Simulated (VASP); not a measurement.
Input of a VASP 6.6.1 run:

File INCAR:

```
PREC = Accurate ; ENCUT = 520
EDIFF = 1E-6 ; ISMEAR = 0
SIGMA = 0.05 ; LREAL = False
LASPH = True ; NELM = 80
ALGO = Normal ; ISIF = 2
LWAVE = False ; LCHARG = False
GGA = PE ; NBANDS = 28
```

Contents of KPOINTS:

```
regular mesh
0
Gamma
  6 6 6
```

Contents of POSCAR:

```
BaZrO3
1.0
    4.1815000000      0.0000000000      0.0000000000
    0.0000000000      4.1815000000      0.0000000000
    0.0000000000      0.0000000000      4.1815000000
Ba Zr O
1 1 3
Direct
    0.5126827714      0.4873172286      0.5000000000
    0.0000000000      0.0000000000      0.0000000000
    0.5000000000      0.0000000000      0.0000000000
    0.0000000000      0.5000000000      0.0000000000
    0.0000000000      0.0000000000      0.5000000000
```

Potentials or basis: VASP PAW PBE potentials, release 64 (Ba_sv, Zr_sv, O).

Run with:

```bash
$ cat potpaw_PBE.64/Ba_sv/POTCAR potpaw_PBE.64/Zr_sv/POTCAR potpaw_PBE.64/O/POTCAR > POTCAR
$ mpirun -np 1 vasp_std > vasp.out
```

**Question.** What does it give for the pressure?

**Answer.** 6.4 GPa.

**Question.** Predict the band gap on the k mesh.

**Answer.** 3.20 eV, indirect (least direct gap 3.42 eV).

Forces on the atoms (eV/Å):
```
Ba  -0.219  0.219  0.000
Zr   0.188 -0.188  0.000
O    0.060  0.015  0.000
O   -0.015 -0.060  0.000
O   -0.014  0.014  0.000
```

Caveat: the cell differs from its parent crystal (all Ba atoms moved +0.075 Å, as atom 1 along Cartesian [1 -1 0]); spin-orbit coupling is left out, which moves the levels of the heavy elements. A k mesh can miss the band edges.
